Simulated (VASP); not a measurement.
Here is a VASP 6.6.1 calculation.

INCAR

```
  PREC = Accurate
  ENCUT = 500
  EDIFF = 1E-7
  ISMEAR = -1
  SIGMA = 0.1
  LREAL = F
  LASPH = T
  NELM = 120
  ALGO = Normal
  ISIF = 3
  LWAVE = F
  LCHARG = F
  GGA = PE
  IBRION = 2
  NSW = 60
  EDIFFG = -0.005
  PSTRESS = 200.0
  GGA_COMPAT = F
  NELMIN = 4
```

File KPOINTS:

```
regular mesh
0
Gamma
  15 15 8
```

The input POSCAR:

```
Na
1.0
    2.9657770576      0.0000000000      0.0000000000
   -1.4828885288      2.5684382739      0.0000000000
    0.0000000000      0.0000000000      4.8045588334
Na
2
Direct
    0.3333333333      0.6666666667      0.2500000000
    0.6666666667      0.3333333333      0.7500000000
```

Potentials or basis: VASP PAW PBE potentials, release 64 (Na_pv).

The run is started by

```sh
$ cat potpaw_PBE.64/Na_pv/POTCAR > POTCAR
$ mpirun -np 1 vasp_std > vasp.out
```

(1) Predict the relaxed volume.

(2) What does it give for the band gap on the k mesh?

(3) Predict the relaxed cell.

## Answers

(1) 18.42 Å³/atom.

(2) zero (bands 7 and 8 overlap by 6.29 eV).

(3) a = 2.968 Å, b = 2.968 Å, c = 4.829 Å, α = 90.00°, β = 90.00°, γ = 120.00°.

Caveat: the cell is relaxed towards a set pressure, so the run minimises the enthalpy, not the energy.
